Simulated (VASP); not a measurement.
# Co: single point with LDA

The system is Co.

```
Co
1.0
     2.39384    0.00000    0.00000
    -1.19692    2.07313    0.00000
     0.00000    0.00000    7.75828
Co
4
Direct
  0.00000 0.00000 0.00000
  0.00000 0.00000 0.50000
  0.33333 0.66667 0.25000
  0.66667 0.33333 0.75000
```

```yaml
Program: VASP 6.6.1
Task: single point
Functional: LDA
Potentials_or_basis: VASP PAW LDA potentials, release 64 (Co)
Cutoff: 520 eV
k_mesh: 17 × 17 × 5
Occupations: fermi-dirac, width 0.05 eV
Spin: collinear spin, ferromagnetic start
Starting_moments: "[1.58, 1.58, 1.6, 1.6] μB"
```

```
Pressure                                              : 10.8 GPa
Net moment                                            : 5.86 μB per cell
Site moments                                          : Co +1.44, +1.46 (each value once) μB
Valence electrons inside the program's atomic spheres : Co 8.54
```

Stress tensor (GPa, compression positive):
```
10.88  0.00  0.00
 0.00 10.88  0.00
 0.00  0.00 10.67
```

Levels at points of the mesh, in eV from the Fermi level:
Spin up:
```
           k point  band 17  band 18  band 19  band 20  band 21  band 22  band 23  band 24  band 25  band 26
(0.00, 0.00, 0.00)    -1.61    -1.22    -1.22    -0.85    -0.85    -0.37    -0.37    -0.19     7.53    16.38
```
Spin down:
```tsv
k point	band 12	band 13	band 14	band 15	band 16	band 17	band 18	band 19
(0.00, 0.00, 0.00)	-1.11	-1.11	-1.04	-1.04	-0.12	-0.12	0.01	0.30
```

It took 110 s on 1 thread of Intel(R) Xeon(R) 6975P-C (Granite Rapids) (shared host), peak memory 0.25 GiB.

Caveat: the cell stands under pressure.
